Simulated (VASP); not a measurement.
# Mo (P6/mmm) in VASP: further runs

The runs below take Mo through single point, with PBEsol.

Everything below comes from runs of VASP 6.6.1. Logs are shortened: lines on timing, memory, paths and dates and some standing lists are left out, and cuts for length are marked.

## (1) The cell of the first run

Symmetry: P6/mmm, No. 191, hexagonal system. The conventional cell has a = 2.667 Å, b = 2.667 Å, c = 2.619 Å, α = 90.00°, β = 90.00°, γ = 120.00°. Mo (site symmetry 6/mmm) has 8 Mo at 2.62 to 2.67 Å within 3.5 Å.

This isn't the form of Mo at room conditions, which is bcc.

## (2) Single point, PBEsol (strain -0.025 along x and y, +0.025 along z)

Contents of INCAR:

```
ALGO = Normal
EDIFF = 1E-6
ENCUT = 520
GGA = PS
ISIF = 2
ISMEAR = 0
LASPH = True
LCHARG = True
LELF = True
LREAL = False
LVHAR = True
LWAVE = False
NBANDS = 13
NELM = 80
PREC = Accurate
SIGMA = 0.15
```

Contents of KPOINTS:

```
k-points
0
Gamma
  18 18 18
```

Contents of POSCAR:

```
Mo
1.0
    2.6671226373      0.0000000000      0.0000000000
   -1.3335613186      2.3097959589      0.0000000000
    0.0000000000      0.0000000000      2.6190602175
Mo
1
Direct
    0.0000000000      0.0000000000      0.5000000000
```

Potentials or basis: VASP PAW PBE potentials, release 64 (Mo_sv).

The run is started by

```sh
$ cat potpaw_PBE.64/Mo_sv/POTCAR > POTCAR
$ mpirun -np 1 vasp_std > vasp.out
```

OUTCAR:

```text
EDIFF = 1E-6
   ENCUT = 520
   GGA = PS
   ISIF = 2
   ISMEAR = 0
   LASPH = True
   LREAL = False
   NELM = 80
   PREC = Accurate

 ion  position               nearest neighbor table
   1  0.000  0.000  0.500-

  LATTYP: Found a hexagonal cell.
 ALAT       =     2.6671226373
 C/A-ratio  =     0.9819796739

  Lattice vectors:

 A1 = (   2.6671226373,   0.0000000000,   0.0000000000)
 A2 = (  -1.3335613186,   2.3097959589,   0.0000000000)
 A3 = (   0.0000000000,   0.0000000000,   2.6190602175)

Analysis of symmetry for initial positions (statically):
=====================================================================
 Subroutine PRICEL returns:
 Original cell was already a primitive cell.

 Routine SETGRP: Setting up the symmetry group for a
 hexagonal supercell.

 Subroutine GETGRP returns: Found 24 space group operations
 (whereof 24 operations were pure point group operations)
 out of a pool of 24 trial point group operations.

The static configuration has the point symmetry D_6h.

Analysis of symmetry for dynamics (positions and initial velocities):
=====================================================================
 Subroutine PRICEL returns:
 Original cell was already a primitive cell.

 Routine SETGRP: Setting up the symmetry group for a
 hexagonal supercell.

 Subroutine GETGRP returns: Found 24 space group operations
 (whereof 24 operations were pure point group operations)
 out of a pool of 24 trial point group operations.

The dynamic configuration has the point symmetry D_6h.

 Subroutine INISYM returns: Found 24 space group operations
 (whereof 24 operations are pure point group operations),
 and found     1 'primitive' translations

----------------------------------------------------------------------------------------

                                     Primitive cell

  volume of cell :      16.1347

  direct lattice vectors                    reciprocal lattice vectors
     2.667122637  0.000000000  0.000000000     0.374935890  0.216469337  0.000000000
    -1.333561319  2.309795959  0.000000000     0.000000000  0.432938674  0.000000000
     0.000000000  0.000000000  2.619060217     0.000000000  0.000000000  0.381816345

  length of vectors
     2.667122637  2.667122637  2.619060217     0.432938674  0.432938674  0.381816345

  position of ions in fractional coordinates (direct lattice)
     0.000000000  0.000000000  0.500000000

  ion indices of the primitive-cell ions
   primitive index   ion index
                 1           1

----------------------------------------------------------------------------------------

 KPOINTS: k-points

Automatic generation of k-mesh.
 Grid dimensions read from file:
 generate k-points for:   18   18   18

 Generating k-lattice:

  Cartesian coordinates                     Fractional coordinates (reciprocal lattice)
     0.020829772  0.012026074  0.000000000     0.055555556 -0.000000000  0.000000000
     0.000000000  0.024052149  0.000000000     0.000000000  0.055555556  0.000000000
     0.000000000  0.000000000  0.021212019     0.000000000  0.000000000  0.055555556

  Length of vectors
     0.024052149  0.024052149  0.021212019

  Shift w.r.t. Gamma in fractional coordinates (k-lattice)
     0.000000000  0.000000000  0.000000000

 Subroutine IBZKPT returns following result:
 ===========================================

 Found    370 irreducible k-points:

 Following reciprocal coordinates:
            Coordinates               Weight
  0.000000  0.000000  0.000000      1.000000
  0.055556  0.000000  0.000000      6.000000
  0.111111  0.000000  0.000000      6.000000
  0.166667  0.000000  0.000000      6.000000
  0.222222  0.000000  0.000000      6.000000
  0.277778  0.000000  0.000000      6.000000
[... 16 lines left out ...]
  0.333333  0.111111  0.000000     12.000000
  0.388889  0.111111  0.000000     12.000000
 [... further k-points ...]
   k-points           NKPTS =    370   k-points in BZ     NKDIM =    370   number of bands    NBANDS=     13
   number of dos      NEDOS =    301   number of ions     NIONS =      1
   total plane-waves  NPLWV =   8000
   dimension x,y,z NGX =    20 NGY =   20 NGZ =   20
   dimension x,y,z NGXF=    40 NGYF=   40 NGZF=   40
   ions per type =               1
   NGX,Y,Z   is equivalent  to a cutoff of  12.47, 12.47, 12.70 a.u.
   NGXF,Y,Z  is equivalent  to a cutoff of  24.93, 24.93, 25.39 a.u.
 SYSTEM =  unknown system
   PREC   = accura    normal or accurate (medium, high low for compatibility)
   ISTART =      0    job   : 0-new  1-cont  2-samecut
   ICHARG =      2    charge: 1-file 2-atom 10-const
   ISPIN  =      1    spin polarized calculation?
   LNONCOLLINEAR =      F non collinear calculations
   LSORBIT =      F    spin-orbit coupling
   LASPH  =      T    aspherical Exc in radial PAW
   ENCUT  =  520.0 eV  38.22 Ry    6.18 a.u.   4.96  4.96  4.87*2*pi/ulx,y,z
   NELM   =     80;   NELMIN=  2; NELMDL= -5     # of ELM steps
   EDIFF  = 0.1E-05   stopping-criterion for ELM
   LREAL  =      F    real-space projection
   EDIFFG = 0.1E-04   stopping-criterion for IOM
   NSW    =      0    number of steps for IOM
   IBRION =     -1    ionic relax: 0-MD 1-quasi-New 2-CG
   NFREE  =      0    steps in history (QN), initial steepest desc. (CG)
   ISIF   =      2    stress and relaxation
   ISYM   =      2    0-nonsym 1-usesym 2-fastsym
   POTIM  = 0.5000    time-step for ionic-motion
   TEBEG  =    0.0;   TEEND  =   0.0 temperature during run
   PSTRESS=    0.0 pullay stress
   NELECT =      14.0000    total number of electrons
   NUPDOWN=      -1.0000    fix difference up-down
   EMIN   =  10.00;   EMAX   =-10.00  energy-range for DOS
   EFERMI =   0.00;   METHOD = LEGACY
   ISMEAR =     0;   SIGMA  =   0.15  broadening in eV -4-tet -1-fermi 0-gaus
   EFERMI_NEDOS =   21; number of points for ismear=-14 and -15
   IALGO  =     38    algorithm
   IMIX   =      4    mixing-type and parameters
     AMIX     =   0.40;   BMIX     =  1.00
     AMIX_MAG =   1.60;   BMIX_MAG =  1.00
  volume/ion in A,a.u.               =      16.13       108.88
  Fermi-wavevector in a.u.,A,eV,Ry     =   1.561457  2.950727 33.173035  2.438149
  Thomas-Fermi vector in A             =   2.664520
   LORBIT       =      0    0 simple, 1 ext, 2 COOP (PROOUT), +10 PAW based schemes
   GGA     = PS    functional components
   LHFCALC =     F    Hartree Fock is set to
   AEXX    =    0.0000 exact exchange contribution
   IVDW    =     0    specifies the selected vdW correction
   LEPSILON=     F    determine dielectric tensor
   LRPA    =     F    only Hartree local field effects (RPA)
 non-spin polarized calculation
 Gauss-broadening in eV      SIGMA  =   0.15
  energy-cutoff  :      520.00
  volume of cell :       16.13
 maximum number of plane-waves:       448
 NGX is ok and might be reduce to    20
   NGX =  9   NGY =  9   NGZ =  9

 number of electron      13.9999997 magnetization

 Free energy of the ion-electron system (eV)
  ---------------------------------------------------
  ext. energy  EPLUGINS =         0.00000000
  ---------------------------------------------------
  free energy    TOTEN  =       -10.81450863 eV

  energy without entropy =      -10.80607029  energy(sigma->0) =      -10.81028946

 E-fermi :  11.9652     XC(G=0): -13.2527

 val. band max:       11.9627800012   @ k =   0.2778   0.2778   0.2222
 cond. band min:      11.9681630006   @ k =   0.1111   0.0556   0.1667
 fundamental gap:      0.0053829993
 Fermi energy:        11.9651912949

 k-point     1 :       0.0000    0.0000    0.0000
  band No.  band energies     occupation
      1     -49.0998      2.00000
      2     -22.4936      2.00000
      3     -22.2285      2.00000
      4     -22.2285      2.00000
      5       4.9329      2.00000
      6       7.4492      2.00000
      7      10.9574      2.00000
      8      10.9574      2.00000
      9      15.9806      0.00000
     10      15.9806      0.00000
     11      25.2012      0.00000
     12      26.5323      0.00000
     13      33.3717      0.00000

 k-point     2 :       0.0556    0.0000    0.0000
  band No.  band energies     occupation
      1     -49.0910      2.00000
      2     -22.4873      2.00000
      3     -22.2845      2.00000
      4     -22.2409      2.00000
      5       5.0624      2.00000
      6       7.5150      2.00000
      7      10.8227      2.00000
      8      11.0802      2.00000
      9      15.8051      0.00000
     10      15.9540      0.00000
     11      25.5100      0.00000
     12      26.8209      0.00000
     13      32.4406      0.00000

 k-point     3 :       0.1111    0.0000    0.0000
  band No.  band energies     occupation
      1     -49.0655      2.00000
      2     -22.4691      2.00000
      3     -22.4441      2.00000
      4     -22.2764      2.00000
      5       5.4275      2.00000
      6       7.7056      2.00000
      7      10.4825      2.00000
      8      11.4434      2.00000
      9      15.3396      0.00000
     10      15.8780      0.00000
     11      26.3475      0.00000
     12      27.6154      0.00000
     13      30.8239      0.00000

 k-point     4 :       0.1667    0.0000    0.0000
  band No.  band energies     occupation
      1     -49.0262      2.00000
      2     -22.6839      2.00000
      3     -22.4413      2.00000
      4     -22.3304      2.00000
      5       5.9568      2.00000
      6       7.9772      2.00000
      7      10.1171      2.00000
      8      12.0319      0.52941
      9      14.7135      0.00000
     10      15.7638      0.00000
     11      27.3178      0.00000
     12      28.7495      0.00000
     13      29.3976      0.00000

 k-point     5 :       0.2222    0.0000    0.0000
  band No.  band energies     occupation
      1     -48.9775      2.00000
      2     -22.9709      2.00000
      3     -22.4069      2.00000
      4     -22.3959      2.00000
      5       6.5282      2.00000
      6       8.1705      2.00000
      7      10.0450      2.00000
      8      12.8180      0.00000
      9      14.0461      0.00000
     10      15.6272      0.00000
     11      26.8626      0.00000
     12      29.5800      0.00000
     13      30.0186      0.00000

 k-point     6 :       0.2778    0.0000    0.0000
  band No.  band energies     occupation
      1     -48.9252      2.00000
      2     -23.2683      2.00000
      3     -22.4649      2.00000
      4     -22.3701      2.00000
      5       6.9584      2.00000
      6       8.1799      2.00000
      7      10.5319      2.00000
      8      13.4211      0.00000
      9      13.7577      0.00000
     10      15.4858      0.00000
     11      25.5510      0.00000
     12      29.2581      0.00000
     13      30.3399      0.00000

 k-point     7 :       0.3333    0.0000    0.0000
  band No.  band energies     occupation
      1     -48.8756      2.00000
      2     -23.5410      2.00000
      3     -22.5290      2.00000
      4     -22.3353      2.00000
      5       7.0331      2.00000
      6       8.3244      2.00000
      7      11.3788      2.00000
      8      12.8925      0.00000
      9      14.7808      0.00000
     10      15.3565      0.00000
     11      24.3752      0.00000
     12      28.1696      0.00000
     13      30.2090      0.00000
[... 193 lines left out ...]
 k-point    20 :       0.1667    0.1111    0.0000
  band No.  band energies     occupation
      1     -48.9584      2.00000
      2     -23.0412      2.00000
      3     -22.4645      2.00000
      4     -22.3934      2.00000
      5       6.8509      2.00000
      6       8.4899      2.00000
      7       9.4897      2.00000
      8      13.3853      0.00000
      9      13.8943      0.00000
     10      15.4548      0.00000
     11      26.9732      0.00000
     12      27.8994      0.00000
     13      30.6573      0.00000

 k-point    21 :       0.2222    0.1111    0.0000
  band No.  band energies     occupation
      1     -48.9091      2.00000
      2     -23.2970      2.00000
      3     -22.5538      2.00000
      4     -22.3587      2.00000
      5       7.3635      2.00000
      6       8.4495      2.00000
      7       9.8430      2.00000
      8      13.3691      0.00000
      9      14.4218      0.00000
     10      15.2569      0.00000
     11      25.5839      0.00000
     12      27.3461      0.00000
     13      31.8531      0.00000

 k-point    22 :       0.2778    0.1111    0.0000
  band No.  band energies     occupation
      1     -48.8624      2.00000
      2     -23.5322      2.00000
      3     -22.6370      2.00000
      4     -22.3260      2.00000
      5       7.5466      2.00000
      6       8.4474      2.00000
      7      10.6393      2.00000
      8      12.9193      0.00000
      9      15.0751      0.00000
     10      15.5105      0.00000
     11      24.3426      0.00000
     12      26.5730      0.00000
     13      30.7167      0.00000

 k-point    23 :       0.3333    0.1111    0.0000
  band No.  band energies     occupation
      1     -48.8239      2.00000
      2     -23.7208      2.00000
      3     -22.7043      2.00000
      4     -22.2992      2.00000
      5       7.3970      2.00000
      6       8.7120      2.00000
      7      11.5085      1.99998
      8      12.5775      0.00000
      9      14.9303      0.00000
     10      16.5161      0.00000
     11      23.3540      0.00000
     12      25.7363      0.00000
     13      29.6609      0.00000

 k-point    24 :       0.3889    0.1111    0.0000
  band No.  band energies     occupation
      1     -48.7987      2.00000
      2     -23.8425      2.00000
      3     -22.7478      2.00000
      4     -22.2816      2.00000
      5       7.2394      2.00000
      6       8.9493      2.00000
      7      12.1949      0.03032
      8      12.3646      0.00017
      9      14.8374      0.00000
     10      17.2576      0.00000
     11      22.7018      0.00000
     12      25.0383      0.00000
     13      29.0171      0.00000

 [... further k-points ...]
[... 5 lines left out ...]
  --------------------------------------------------------------------------------------
  -------------------------------------------------------------------------------------
  Total        1.2305344      1.2305344     -1.3601494      0.0000000      0.0000000      0.0000000
  in kB      122.1918588    122.1918588   -135.0626017      0.0000000      0.0000000      0.0000000
  external PRESSURE =      36.4403720 kB  Pullay stress =       0.0000000 kB

 VOLUME and BASIS-vectors are now :
 -----------------------------------------------------------------------------
  energy-cutoff  :      520.00
  volume of cell :       16.13
      direct lattice vectors                 reciprocal lattice vectors
     2.667122637  0.000000000  0.000000000     0.374935890  0.216469337  0.000000000
    -1.333561319  2.309795959  0.000000000     0.000000000  0.432938674  0.000000000
     0.000000000  0.000000000  2.619060217     0.000000000  0.000000000  0.381816345

 POSITION                                       TOTAL-FORCE (eV/Angst)
 -----------------------------------------------------------------------------------
      0.00000      0.00000      1.30953         0.000000      0.000000      0.000000
 -----------------------------------------------------------------------------------
    total drift:                               -0.000000      0.000000     -0.000000

  FREE ENERGIE OF THE ION-ELECTRON SYSTEM (eV)
  ---------------------------------------------------
  free  energy   TOTEN  =       -10.8145086301 eV

  energy  without entropy=      -10.8060702916  energy(sigma->0) =      -10.81028946
```

Wall time 43 s (1 thread of Intel Xeon Platinum 8488C (Sapphire Rapids), shared host); peak memory 0.18 GiB.

Results:

```yaml
Free_energy: -10.8145 eV
Pressure: 3.6 GPa
Band_gap_on_the_k_mesh: zero (bands 7 and 8 overlap by 1.79 eV)
```

Caveat: the cell differs from its parent crystal (strain -0.025 along x and y, +0.025 along z); the cell stands under pressure; the PAW data sets were made with another functional, which shifts forces and pressure a little.

(Part 1 of 2 ends here.)
